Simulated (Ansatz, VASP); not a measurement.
## Two plane-wave programs on Zn4Se3S

File INCAR:

```
SYSTEM = Zn4Se3S
PREC = Accurate
ENCUT = 600
EDIFF = 1E-6
ISMEAR = 0
SIGMA = 0.02
LREAL = .False.
LASPH = .True.
NELM = 60
ALGO = Normal
ISIF = 3
LWAVE = .False.
LCHARG = .False.
GGA = PE
IBRION = 2
NSW = 100
EDIFFG = -0.01
```

File KPOINTS:

```
Automatic mesh
0
Gamma
  8 8 4
  0 0 0
```

File POSCAR:

```
Zn4Se3S
1.0
    4.0030812000      0.0000000000      0.0000000000
    0.0000000000      4.0030812000      0.0000000000
    0.0000000000      0.0000000000     11.3161736000
Zn Se S
4 3 1
Direct
    0.5000000000      0.0000000000      0.8848430000
    0.0000000000      0.5000000000      0.1151570000
    0.5000000000      0.0000000000      0.3715650000
    0.0000000000      0.5000000000      0.6284350000
    0.5000000000      0.5000000000      0.2434210000
    0.0000000000      0.0000000000      0.5000000000
    0.5000000000      0.5000000000      0.7565790000
    0.0000000000      0.0000000000      0.0000000000
```

Input for Ansatz:

```yaml
crystal:
  lattice:
    - [4.0030812, 0.0, 0.0]
    - [0.0, 4.0030812, 0.0]
    - [0.0, 0.0, 11.3161736]
  atoms:
    - { symbol: Zn, position: [0.5, 0.0, 0.884843] }
    - { symbol: Zn, position: [0.0, 0.5, 0.115157] }
    - { symbol: Zn, position: [0.5, 0.0, 0.371565] }
    - { symbol: Zn, position: [0.0, 0.5, 0.628435] }
    - { symbol: Se, position: [0.5, 0.5, 0.243421] }
    - { symbol: Se, position: [0.0, 0.0, 0.5] }
    - { symbol: Se, position: [0.5, 0.5, 0.756579] }
    - { symbol: S, position: [0.0, 0.0, 0.0] }
basis:
  ecutwfc: 420
kpoints:
  mp_grid: { grid: [8, 8, 4] }
hamiltonian:
  xc: pbe
scf:
  occupations: { method: gaussian, width: 0.02 }
output:
  forces: true
  stress: true
  eigenvalues: true
  write_density: true
  write_potential: true
  elf: true
  volumetric_format: npy
relax:
  adjacent_minimum: "off"
  f_tol: 0.01
  max_steps: 80
  cell: { stress_tol: 0.05 }
```

Alike in both runs: task relaxation of cell and atoms; functional PBE; k mesh 8 × 8 × 4; occupations gaussian, width 0.02 eV; no spin polarisation.

|  | VASP | Ansatz |
| --- | --- | --- |
| version | VASP 6.6.1 | Ansatz 0.2.0 |
| potentials or method | VASP PAW PBE potentials, release 64 (Zn, Se, S), cutoff 600 eV | scalar-relativistic, plane waves, PAW |
| valence electrons in the cell | 72 | 102 |

|  | VASP | Ansatz | Ansatz less VASP |
| --- | --- | --- | --- |
| gap on the k mesh at the Fermi level, each at its own relaxed structure (eV) | 1.29 | 1.30 | +0.015 |
| relaxed volume (Å³/atom) | 22.76 | 22.67 | -0.091 |
| relaxed cell length with the largest relative difference (Å) | 11.331 | 11.316 | -0.0152 |

VASP's potentials hold 72 valence electrons a cell and Ansatz's 102, so a difference there can come from the potentials and not from the codes.
